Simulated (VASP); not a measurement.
# GaSb (F-43m) in VASP: a series of runs

The runs below take GaSb through single point, with PBE-based global hybrid with 5 % exact exchange, PBE-based global hybrid with 20 % exact exchange, PBE-based global hybrid with 35 % exact exchange.

Everything below comes from runs of VASP 6.6.1. Logs are shortened: lines on timing, memory, paths and dates and some standing lists are left out, and cuts for length are marked.

## Step 1: The cell of the first run

Symmetry: F-43m, No. 216, cubic system. The conventional cell has a = 6.118 Å, b = 6.118 Å, c = 6.118 Å, α = 90.00°, β = 90.00°, γ = 90.00°. Within 3.5 Å of Ga (site symmetry -43m) lie 4 Sb at 2.65 Å. Sb (site symmetry -43m) has 4 Ga at 2.65 Å within 3.5 Å.

## Step 2: Single point, PBE-based global hybrid with 5 % exact exchange

Contents of POSCAR:

```
GaSb
1.0
    0.0000000000      3.0590000000      3.0590000000
    3.0590000000      0.0000000000      3.0590000000
    3.0590000000      3.0590000000      0.0000000000
Ga Sb
1 1
Direct
    0.0000000000      0.0000000000      0.0000000000
    0.7500000000      0.7500000000      0.7500000000
```

Contents of INCAR.step1:

```
SYSTEM = GaSb
PREC = Accurate
ENCUT = 400
EDIFF = 1E-5
ISMEAR = 0
SIGMA = 0.01
LREAL = .FALSE.
LASPH = .TRUE.
NELM = 120
ALGO = Normal
ISIF = 2
LWAVE = .TRUE.
LCHARG = .FALSE.
NBANDS = 16
GGA = PE
GGA_COMPAT = .FALSE.
```

Contents of INCAR.step2:

```
SYSTEM = GaSb
PREC = Accurate
ENCUT = 400
EDIFF = 1E-6
ISMEAR = 0
SIGMA = 0.01
LREAL = .FALSE.
LASPH = .TRUE.
NELM = 120
ALGO = Normal
ISIF = 2
LWAVE = .FALSE.
LCHARG = .FALSE.
GGA = PE
LHFCALC = .TRUE.
AEXX = 0.05
PRECFOCK = Normal
NBANDS = 16
ISTART = 1
GGA_COMPAT = .FALSE.
```

Contents of KPOINTS:

```
Automatic mesh
0
G
  4 4 4
  0 0 0
```

Potentials or basis: VASP PAW PBE potentials, release 64 (Ga_d, Sb).

Command:

```console
$ cat potpaw_PBE.64/Ga_d/POTCAR potpaw_PBE.64/Sb/POTCAR > POTCAR
$ cp INCAR.step1 INCAR
$ mpirun -np 1 vasp_std > vasp.out
$ cp INCAR.step2 INCAR
$ mpirun -np 1 vasp_std > vasp.out
```

OUTCAR:

```text
SYSTEM = GaSb
   PREC = Accurate
   ENCUT = 400
   EDIFF = 1E-6
   ISMEAR = 0
   LREAL = .FALSE.
   LASPH = .TRUE.
   NELM = 120
   ISIF = 2
   GGA = PE
   LHFCALC = .TRUE.
   AEXX = 0.05
   PRECFOCK = Normal
   ISTART = 1

 ion  position               nearest neighbor table
   1  0.000  0.000  0.000-   2 2.65   2 2.65   2 2.65   2 2.65
   2  0.750  0.750  0.750-   1 2.65   1 2.65   1 2.65   1 2.65

  LATTYP: Found a face centered cubic cell.
 ALAT       =     6.1180000000

  Lattice vectors:

 A1 = (   0.0000000000,   3.0590000000,   3.0590000000)
 A2 = (   3.0590000000,   0.0000000000,   3.0590000000)
 A3 = (   3.0590000000,   3.0590000000,   0.0000000000)

Analysis of symmetry for initial positions (statically):
=====================================================================
 Subroutine PRICEL returns:
 Original cell was already a primitive cell.

 Routine SETGRP: Setting up the symmetry group for a
 face centered cubic supercell.

 Subroutine GETGRP returns: Found 24 space group operations
 (whereof 24 operations were pure point group operations)
 out of a pool of 48 trial point group operations.

The static configuration has the point symmetry T_d .

Analysis of symmetry for dynamics (positions and initial velocities):
=====================================================================
 Subroutine PRICEL returns:
 Original cell was already a primitive cell.

 Routine SETGRP: Setting up the symmetry group for a
 face centered cubic supercell.

 Subroutine GETGRP returns: Found 24 space group operations
 (whereof 24 operations were pure point group operations)
 out of a pool of 48 trial point group operations.

The dynamic configuration has the point symmetry T_d .

 Subroutine INISYM returns: Found 24 space group operations
 (whereof 24 operations are pure point group operations),
 and found     1 'primitive' translations

----------------------------------------------------------------------------------------

                                     Primitive cell

  volume of cell :      57.2491

  direct lattice vectors                    reciprocal lattice vectors
     0.000000000  3.059000000  3.059000000    -0.163452109  0.163452109  0.163452109
     3.059000000  0.000000000  3.059000000     0.163452109 -0.163452109  0.163452109
     3.059000000  3.059000000  0.000000000     0.163452109  0.163452109 -0.163452109

  length of vectors
     4.326079287  4.326079287  4.326079287     0.283107357  0.283107357  0.283107357

  position of ions in fractional coordinates (direct lattice)
     0.000000000  0.000000000  0.000000000
     0.750000000  0.750000000  0.750000000

  ion indices of the primitive-cell ions
   primitive index   ion index
                 1           1
                 2           2

----------------------------------------------------------------------------------------

 KPOINTS: Automatic mesh

Automatic generation of k-mesh.
 Grid dimensions read from file:
 generate k-points for:    4    4    4

 Generating k-lattice:

  Cartesian coordinates                     Fractional coordinates (reciprocal lattice)
    -0.040863027  0.040863027  0.040863027     0.250000000  0.000000000  0.000000000
     0.040863027 -0.040863027  0.040863027     0.000000000  0.250000000  0.000000000
     0.040863027  0.040863027 -0.040863027     0.000000000  0.000000000  0.250000000

  Length of vectors
     0.070776839  0.070776839  0.070776839

  Shift w.r.t. Gamma in fractional coordinates (k-lattice)
     0.000000000  0.000000000  0.000000000

 Subroutine IBZKPT returns following result:
 ===========================================

 Found      8 irreducible k-points:

 Following reciprocal coordinates:
            Coordinates               Weight
  0.000000  0.000000  0.000000      1.000000
  0.250000  0.000000  0.000000      8.000000
  0.500000  0.000000  0.000000      4.000000
  0.250000  0.250000  0.000000      6.000000
  0.500000  0.250000  0.000000     24.000000
 -0.250000  0.250000  0.000000     12.000000
  0.500000  0.500000  0.000000      3.000000
 -0.250000  0.500000  0.250000      6.000000
   k-points           NKPTS =      8   k-points in BZ     NKDIM =     64   number of bands    NBANDS=     16
   number of dos      NEDOS =    301   number of ions     NIONS =      2
   total plane-waves  NPLWV =  21952
   dimension x,y,z NGX =    28 NGY =   28 NGZ =   28
   dimension x,y,z NGXF=    56 NGYF=   56 NGZF=   56
   ions per type =               1   1
   NGX,Y,Z   is equivalent  to a cutoff of  10.76, 10.76, 10.76 a.u.
   NGXF,Y,Z  is equivalent  to a cutoff of  21.52, 21.52, 21.52 a.u.
 SYSTEM =  GaSb
   PREC   = accura    normal or accurate (medium, high low for compatibility)
   ISTART =      1    job   : 0-new  1-cont  2-samecut
   ICHARG =      0    charge: 1-file 2-atom 10-const
   ISPIN  =      1    spin polarized calculation?
   LNONCOLLINEAR =      F non collinear calculations
   LSORBIT =      F    spin-orbit coupling
   LASPH  =      T    aspherical Exc in radial PAW
   ENCUT  =  400.0 eV  29.40 Ry    5.42 a.u.   7.05  7.05  7.05*2*pi/ulx,y,z
   NELM   =    120;   NELMIN=  2; NELMDL=  0     # of ELM steps
   EDIFF  = 0.1E-05   stopping-criterion for ELM
   LREAL  =      F    real-space projection
   EDIFFG = 0.1E-04   stopping-criterion for IOM
   NSW    =      0    number of steps for IOM
   IBRION =     -1    ionic relax: 0-MD 1-quasi-New 2-CG
   NFREE  =      0    steps in history (QN), initial steepest desc. (CG)
   ISIF   =      2    stress and relaxation
   ISYM   =      3    0-nonsym 1-usesym 2-fastsym
   POTIM  = 0.5000    time-step for ionic-motion
   TEBEG  =    0.0;   TEEND  =   0.0 temperature during run
   PSTRESS=    0.0 pullay stress
   NELECT =      18.0000    total number of electrons
   NUPDOWN=      -1.0000    fix difference up-down
   EMIN   =  10.00;   EMAX   =-10.00  energy-range for DOS
   EFERMI =   0.00;   METHOD = LEGACY
   ISMEAR =     0;   SIGMA  =   0.01  broadening in eV -4-tet -1-fermi 0-gaus
   EFERMI_NEDOS =   21; number of points for ismear=-14 and -15
   IALGO  =     38    algorithm
   IMIX   =      1    mixing-type and parameters
     AMIX     =   0.40;   BMIX     =  1.00
     AMIX_MAG =   1.60;   BMIX_MAG =  1.00
  volume/ion in A,a.u.               =      28.62       193.17
  Fermi-wavevector in a.u.,A,eV,Ry     =   1.113208  2.103657 16.860766  1.239231
  Thomas-Fermi vector in A             =   2.249790
   LORBIT       =      0    0 simple, 1 ext, 2 COOP (PROOUT), +10 PAW based schemes
   GGA     = PE    functional components
   LHFCALC =     T    Hartree Fock is set to
   PRECFOCK=normal    Normal, Fast or Accurate (Low or Medium for compatibility)
   ENCUT4O =  -1.0   cutoff for four orbital integrals eV
   NKREDX  =     1    reduce k-point grid by
   NKREDY  =     1    reduce k-point grid by
   NKREDZ  =     1    reduce k-point grid by
   AEXX    =    0.0500 exact exchange contribution
   HFSCREEN=    0.0000 screening length (either q_TF or 0.3 A-1)
   HFSCREENC=   0.0000 screening length for correlation (either q_TF or 0.3 A-1)
   ENCUTFOCK=  -1.0 apply spherical cutoff to Coloumb kernel
   IVDW    =     0    specifies the selected vdW correction
   LEPSILON=     F    determine dielectric tensor
   LRPA    =     F    only Hartree local field effects (RPA)
 non-spin polarized calculation
 Gauss-broadening in eV      SIGMA  =   0.01
  energy-cutoff  :      400.00
  volume of cell :       57.25
 maximum number of plane-waves:      1056
  NGX = 24; NGY = 24; NGZ = 24

 number of electron      18.0000013 magnetization

 Free energy of the ion-electron system (eV)
  ---------------------------------------------------
  ext. energy  EPLUGINS =         0.00000000
  ---------------------------------------------------
  free energy    TOTEN  =        -7.61734368 eV

  energy without entropy =       -7.61734368  energy(sigma->0) =       -7.61734368

 E-fermi :   4.8538     XC(G=0):  -8.6841

 val. band max:        4.7641372157   @ k =   0.0000   0.0000   0.0000
 cond. band min:       5.0856775584   @ k =   0.0000   0.0000   0.0000
 fundamental gap:      0.3215403427
 Fermi energy:         4.8537572764

 k-point     1 :       0.0000    0.0000    0.0000
  band No.  band energies     occupation
      1     -10.8436      2.00000
      2     -10.8436      2.00000
      3     -10.8436      2.00000
      4     -10.7943      2.00000
      5     -10.7943      2.00000
      6      -6.9515      2.00000
      7       4.7641      2.00000
      8       4.7641      2.00000
      9       4.7641      2.00000
     10       5.0857      0.00000
     11       7.7949      0.00000
     12       7.7949      0.00000
     13       7.7949      0.00000
     14      10.8843      0.00000
     15      13.6500      0.00000
     16      13.6500      0.00000

 k-point     2 :       0.2500    0.0000    0.0000
  band No.  band energies     occupation
      1     -10.8561      2.00000
      2     -10.8377      2.00000
      3     -10.8377      2.00000
      4     -10.7948      2.00000
      5     -10.7948      2.00000
      6      -6.3228      2.00000
      7       0.6734      2.00000
      8       4.0485      2.00000
      9       4.0485      2.00000
     10       5.8312      0.00000
     11       8.6726      0.00000
     12       8.6726      0.00000
     13      10.2799      0.00000
     14      12.2734      0.00000
     15      12.6361      0.00000
     16      12.6361      0.00000

 k-point     3 :       0.5000    0.0000    0.0000
  band No.  band energies     occupation
      1     -10.8685      2.00000
      2     -10.8331      2.00000
      3     -10.8331      2.00000
      4     -10.7944      2.00000
      5     -10.7944      2.00000
      6      -5.2869      2.00000
      7      -1.7409      2.00000
      8       3.5830      2.00000
      9       3.5830      2.00000
     10       5.4210      0.00000
     11       8.7778      0.00000
     12       8.7778      0.00000
     13      11.5340      0.00000
     14      14.4921      0.00000
     15      15.0000      0.00000
     16      15.0000      0.00000

 k-point     4 :       0.2500    0.2500    0.0000
  band No.  band energies     occupation
      1     -10.8653      2.00000
      2     -10.8318      2.00000
      3     -10.8318      2.00000
      4     -10.7994      2.00000
      5     -10.7923      2.00000
      6      -6.0982      2.00000
      7       0.6489      2.00000
      8       3.0641      2.00000
      9       3.0641      2.00000
     10       6.2627      0.00000
     11       7.7532      0.00000
     12      10.5726      0.00000
     13      10.5726      0.00000
     14      11.5537      0.00000
     15      14.1995      0.00000
     16      14.4632      0.00000

 k-point     5 :       0.5000    0.2500    0.0000
  band No.  band energies     occupation
      1     -10.8753      2.00000
      2     -10.8277      2.00000
      3     -10.8260      2.00000
      4     -10.8000      2.00000
      5     -10.7928      2.00000
      6      -4.9766      2.00000
      7      -1.5296      2.00000
      8       1.6168      2.00000
      9       2.7288      2.00000
     10       6.6114      0.00000
     11       8.9974      0.00000
     12      10.2297      0.00000
     13      10.8945      0.00000
     14      14.1726      0.00000
     15      15.1664      0.00000
     16      15.5529      0.00000

 k-point     6 :      -0.2500    0.2500    0.0000
  band No.  band energies     occupation
      1     -10.8687      2.00000
      2     -10.8313      2.00000
      3     -10.8310      2.00000
      4     -10.7961      2.00000
      5     -10.7953      2.00000
      6      -5.4112      2.00000
      7      -0.8709      2.00000
      8       1.5023      2.00000
      9       3.5124      2.00000
     10       7.0270      0.00000
     11       9.6526      0.00000
     12       9.7617      0.00000
     13      10.1310      0.00000
     14      12.0999      0.00000
     15      13.6920      0.00000
     16      15.7056      0.00000

 k-point     7 :       0.5000    0.5000    0.0000
  band No.  band energies     occupation
      1     -10.8849      2.00000
      2     -10.8197      2.00000
      3     -10.8197      2.00000
      4     -10.8058      2.00000
      5     -10.7905      2.00000
      6      -4.4292      2.00000
      7      -2.2010      2.00000
      8       2.1301      2.00000
      9       2.1301      2.00000
     10       5.9098      0.00000
     11       6.2498      0.00000
     12      13.8247      0.00000
     13      13.8247      0.00000
     14      15.2170      0.00000
     15      15.9633      0.00000
     16      16.3938      0.00000

 k-point     8 :      -0.2500    0.5000    0.2500
  band No.  band energies     occupation
      1     -10.8786      2.00000
      2     -10.8273      2.00000
      3     -10.8214      2.00000
      4     -10.8002      2.00000
      5     -10.7942      2.00000
      6      -4.3837      2.00000
      7      -2.0650      2.00000
      8       1.3453      2.00000
      9       1.5706      2.00000
     10       8.7497      0.00000
     11       9.3577      0.00000
     12       9.4723      0.00000
     13       9.7866      0.00000
     14      15.0870      0.00000
     15      15.1403      0.00000
     16      16.5225      0.00000

------------------------ aborting loop because EDIFF is reached ----------------------------------------

  FORCE on cell =-STRESS in cart. coord.  units (eV):
  Direction    XX          YY          ZZ          XY          YZ          ZX
  --------------------------------------------------------------------------------------
  -------------------------------------------------------------------------------------
  Total        0.7320302      0.7320302      0.7320302     -0.0000000      0.0000000      0.0000000
  in kB       20.4866588     20.4866588     20.4866588     -0.0000000      0.0000000      0.0000000
  external PRESSURE =      20.4866588 kB  Pullay stress =       0.0000000 kB

 VOLUME and BASIS-vectors are now :
 -----------------------------------------------------------------------------
  energy-cutoff  :      400.00
  volume of cell :       57.25
      direct lattice vectors                 reciprocal lattice vectors
     0.000000000  3.059000000  3.059000000    -0.163452109  0.163452109  0.163452109
     3.059000000  0.000000000  3.059000000     0.163452109 -0.163452109  0.163452109
     3.059000000  3.059000000  0.000000000     0.163452109  0.163452109 -0.163452109

 POSITION                                       TOTAL-FORCE (eV/Angst)
 -----------------------------------------------------------------------------------
      0.00000      0.00000      0.00000        -0.000000     -0.000000     -0.000000
      4.58850      4.58850      4.58850         0.000000      0.000000      0.000000
 -----------------------------------------------------------------------------------
    total drift:                               -0.000057     -0.000048     -0.000038

  FREE ENERGIE OF THE ION-ELECTRON SYSTEM (eV)
  ---------------------------------------------------
  free  energy   TOTEN  =        -7.6173436811 eV

  energy  without entropy=       -7.6173436811  energy(sigma->0) =       -7.61734368
```

Run time: 4.3 min. Hardware: 1 thread of Intel Xeon Platinum 8259CL at 2.50GHz (Skylake/Cascade Lake), shared host; peak memory 0.17 GiB.

Results:

```yaml
Free_energy: -7.6173 eV
Pressure: 2.0 GPa
Band_gap_on_the_k_mesh: 0.32 eV
```

Levels at points of the mesh, in eV from the valence-band top:
```csv
k point,band 6,band 7,band 8,band 9,band 10,band 11,band 12,band 13
"(0.00, 0.00, 0.00)",-11.72,0.00,0.00,0.00,0.32,3.03,3.03,3.03
"(0.50, 0.00, 0.00)",-10.05,-6.50,-1.18,-1.18,0.66,4.01,4.01,6.77
"(0.50, 0.50, 0.00)",-9.19,-6.97,-2.63,-2.63,1.15,1.49,9.06,9.06
```

Caveat: the k points lie up to 0.44 Å⁻¹ apart; the PAW data sets were made with another functional, which shifts forces and pressure a little; spin-orbit coupling is left out, which moves the levels of the heavy elements. A k mesh can miss the band edges.

## Step 3: Single point, PBE-based global hybrid with 20 % exact exchange

POSCAR is that of step 2.

Contents of INCAR.step1:

```
SYSTEM = GaSb
  PREC = Accurate
  ENCUT = 400
  EDIFF = 1E-5
  ISMEAR = 0
  SIGMA = 0.01
  LREAL = .FALSE.
  LASPH = .TRUE.
  NELM = 120
  ALGO = Normal
  ISIF = 2
  LWAVE = .TRUE.
  LCHARG = .FALSE.
  NBANDS = 16
  GGA = PE
  GGA_COMPAT = .FALSE.
```

Contents of INCAR.step2:

```
SYSTEM = GaSb
  PREC = Accurate
  ENCUT = 400
  EDIFF = 1E-6
  ISMEAR = 0
  SIGMA = 0.01
  LREAL = .FALSE.
  LASPH = .TRUE.
  NELM = 120
  ALGO = Normal
  ISIF = 2
  LWAVE = .FALSE.
  LCHARG = .FALSE.
  GGA = PE
  LHFCALC = .TRUE.
  AEXX = 0.2
  PRECFOCK = Normal
  NBANDS = 16
  ISTART = 1
  GGA_COMPAT = .FALSE.
```

KPOINTS is that of step 2.

Potentials or basis: VASP PAW PBE potentials, release 64 (Ga_d, Sb).

Command:

```console
$ cat potpaw_PBE.64/Ga_d/POTCAR potpaw_PBE.64/Sb/POTCAR > POTCAR
$ cp INCAR.step1 INCAR
$ mpirun -np 1 vasp_std > vasp.out
$ cp INCAR.step2 INCAR
$ mpirun -np 1 vasp_std > vasp.out
```

Wall time 6.5 min (1 thread of Intel Xeon Platinum 8259CL at 2.50GHz (Skylake/Cascade Lake), shared host); peak memory 0.17 GiB.

The run converged. Its results:

```
Free energy            : -9.1369 eV
Pressure               : 0.5 GPa
Band gap on the k mesh : 1.26 eV
```

Levels at points of the mesh, in eV from the valence-band top:
```
           k point  band 5  band 6  band 7  band 8  band 9  band 10  band 11  band 12  band 13  band 14
(0.00, 0.00, 0.00)  -17.14  -12.39    0.00    0.00    0.00     1.26     3.90     3.90     3.90     7.06
(0.50, 0.00, 0.00)  -17.14  -10.62   -6.85   -1.24   -1.24     1.50     4.91     4.91     7.71    10.79
(0.50, 0.50, 0.00)  -17.14   -9.70   -7.33   -2.77   -2.77     1.93     2.26    10.26    10.26    11.61
```

Caveat: the k points lie up to 0.44 Å⁻¹ apart; the PAW data sets were made with another functional, which shifts forces and pressure a little; spin-orbit coupling is left out, which moves the levels of the heavy elements.

(Part 1 of 2 ends here.)
